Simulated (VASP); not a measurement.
KPrBr4:

```
CELL_PARAMETERS angstrom
-5.05651 -0.02036 0.00570
0.00873 0.06811 -7.85832
-0.04072 -10.37474 0.08898
ATOMIC_POSITIONS crystal
K 0.49209 0.49444 0.74646
K 0.49797 0.49795 0.24677
Pr 0.00778 0.99786 0.00640
Pr 0.99877 0.00328 0.49203
Br 0.51435 0.22299 0.00893
Br 0.50343 0.22884 0.49758
Br 0.00299 0.78242 0.75030
Br 0.98940 0.76763 0.24908
Br 0.48970 0.78181 0.99947
Br 0.49991 0.78633 0.49669
Br 0.00403 0.21952 0.74986
Br 0.99959 0.21692 0.25644
```

* Program: VASP 6.6.1
* Task: relaxation of cell and atoms
* Functional: PBE
* Potentials or basis: VASP PAW PBE potentials, release 64 (K_sv, Pr_3, Br), 4f in core
* Cutoff: 500 eV
* k mesh: 4 × 2 × 2
* Occupations: gaussian, width 0.1 eV
* Spin: no spin polarisation

At the start: pressure 0.6 GPa; volume 34.35 Å³/atom.

Problem. Where does the relaxation end?

Solution. Over 10 steps the energy falls by 7.9 meV/atom and the volume is 34.95 Å³/atom (+1.7 %); space group P1 (No. 1, to 0.1 Å) before, P4/mmm (No. 123, to 0.1 Å).

The path:
| step | energy change (eV) | largest force (eV/Å) | pressure (GPa) | volume (Å³) |
| --- | --- | --- | --- | --- |
| 1 | 0.0000 | 0.4363 | 0.58 | 412.21 |
| 2 | -0.0422 | 0.2935 | -0.05 | 419.62 |
| 3 | -0.0479 | 0.2212 | -0.37 | 423.71 |
| 4 | -0.0688 | 0.1609 | -0.20 | 421.34 |
| 5 | -0.0802 | 0.1307 | 0.05 | 417.94 |
| 6 | -0.0859 | 0.1009 | 0.03 | 418.30 |
| 7 | -0.0916 | 0.0515 | -0.03 | 419.12 |
| 8 | -0.0936 | 0.0448 | 0.02 | 418.49 |
| 9 | -0.0940 | 0.0464 | 0.05 | 418.11 |
| 10 | -0.0947 | 0.0241 | -0.05 | 419.38 |

Final structure:
```
K Pr Br
1.0
    -5.14392    0.00358    0.00479
     0.00745    0.00625   -7.91596
     0.00745  -10.29930    0.00926
K Pr Br
2 2 8
Direct
  0.49863 0.49983 0.74959
  0.49747 0.50034 0.24960
  0.00227 0.99816 0.00069
  0.00021 0.00189 0.50076
  0.50216 0.22073 0.00072
  0.50225 0.22580 0.50066
  0.99801 0.77681 0.74898
  0.99856 0.77624 0.24959
  0.49948 0.77916 0.99878
  0.49778 0.78437 0.49922
  0.00110 0.21937 0.75099
  0.00206 0.21729 0.25042
```
